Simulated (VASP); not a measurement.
Set up this calculation in VASP 6.6.1, as the native input.

| Item | Value |
| --- | --- |
| Task | electric field gradients |
| Functional | PBE |
| Potentials or basis | VASP PAW PBE potentials, release 64 (Pb_d) |
| Cutoff | 520 eV |
| k mesh | 14 × 14 × 8 |
| Occupations | fermi-dirac, width 0.08 eV |
| Spin | no spin polarisation |
| Dipole correction | no |
| Further INCAR settings | ALGO = Normal; EDIFF = 1e-08; NBANDS = 21 |

The structure of Pb lies in POSCAR:

```
Pb
1.0
    3.4566442775      0.0000000000      0.0000000000
   -1.7283221388      2.9935417561      0.0000000000
    0.0000000000      0.0000000000      5.5524820910
Pb
2
Direct
    0.3333333333      0.6666666667      0.2500000000
    0.6666666667      0.3333333333      0.7500000000
```

This isn't the form of Pb at room conditions, which is fcc.

The input as run:

INCAR

```
SYSTEM = Pb
  PREC = Accurate
  ENCUT = 520
  EDIFF = 1E-8
  ISMEAR = -1
  SIGMA = 0.08
  LREAL = .FALSE.
  LASPH = .TRUE.
  NELM = 60
  ALGO = Normal
  ISIF = 2
  LWAVE = .FALSE.
  LCHARG = .FALSE.
  GGA = PE
  LEFG = .TRUE.
  NBANDS = 21
```

KPOINTS

```
regular mesh
0
G
  14 14 8
  0 0 0
```

Potentials or basis: VASP PAW PBE potentials, release 64 (Pb_d).

The run is started by

```sh
$ cat potpaw_PBE.64/Pb_d/POTCAR > POTCAR
$ mpirun -np 1 vasp_std > vasp.out
```

It gave:

```
Pressure                                : 5.2 GPa
Band gap on the k mesh                  : zero (bands 14 and 15 overlap by 7.59 eV)
Largest electric field gradient by atom : Pb -53.6 V/Å²
```

Caveat: the cell stands under pressure; without QUAD_EFG the Cq values of the log hold for a quadrupole moment of 1 mb, not for the nuclei; spin-orbit coupling is left out, which moves the levels of the heavy elements.

Run time: 3.4 min on 1 thread of Intel(R) Xeon(R) Platinum 8259CL CPU @ 2.50GHz (Skylake/Cascade Lake), with other jobs on the host, peak memory 0.25 GiB.
